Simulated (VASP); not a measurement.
Set up this calculation in VASP 6.6.1, as the native input.

* Task: single point
* Functional: PBE
* Potentials or basis: VASP PAW PBE potentials, release 64 (Si, C)
* Cutoff: 520 eV
* k mesh: 6 × 6 × 6
* Occupations: gaussian, width 0.01 eV
* Spin: no spin polarisation
* Dipole correction: no
* Further INCAR settings: ALGO = Normal; EDIFF = 1e-06; NBANDS = 11

The structure of SiC lies in POSCAR:

```
SiC
1.0
    0.0000000000      2.1780523454      2.1780523454
    2.1780523454      0.0000000000      2.1780523454
    2.1780523454      2.1780523454      0.0000000000
Si C
1 1
Direct
    0.0000000000      0.0000000000      0.0000000000
    0.2500000000      0.2500000000      0.2500000000
```

One way to write it, as run:

INCAR

```
SYSTEM = SiC
PREC     = Accurate       ! precision mode
ENCUT    = 520            ! plane-wave cutoff, eV
EDIFF    = 1E-6           ! SCF threshold, eV
ISMEAR   = 0              ! smearing method
SIGMA    = 0.01           ! smearing width, eV
LREAL    = .False.        ! projectors in reciprocal space
LASPH    = .True.         ! aspherical terms in the spheres
NELM     = 60             ! most SCF steps
ALGO     = Normal         ! electronic algorithm
ISIF     = 2              ! what is computed and relaxed
LWAVE    = .False.        ! write WAVECAR
LCHARG   = .False.        ! write CHGCAR
GGA      = PE             ! functional
NBANDS   = 11             ! bands
```

KPOINTS

```
Automatic mesh
0
Gamma
  6 6 6
  0 0 0
```

Potentials or basis: VASP PAW PBE potentials, release 64 (Si, C).

The run is started by

```console
$ cat potpaw_PBE.64/Si/POTCAR potpaw_PBE.64/C/POTCAR > POTCAR
$ mpirun -np 1 vasp_std > vasp.out
```

It gave:

```
Pressure               : 3.5 GPa
Band gap on the k mesh : 1.35 eV, indirect (least direct gap 4.54 eV)
```

It took 11 s on 1 thread of AMD EPYC 7R13 (shared host), peak memory 0.1 GiB.
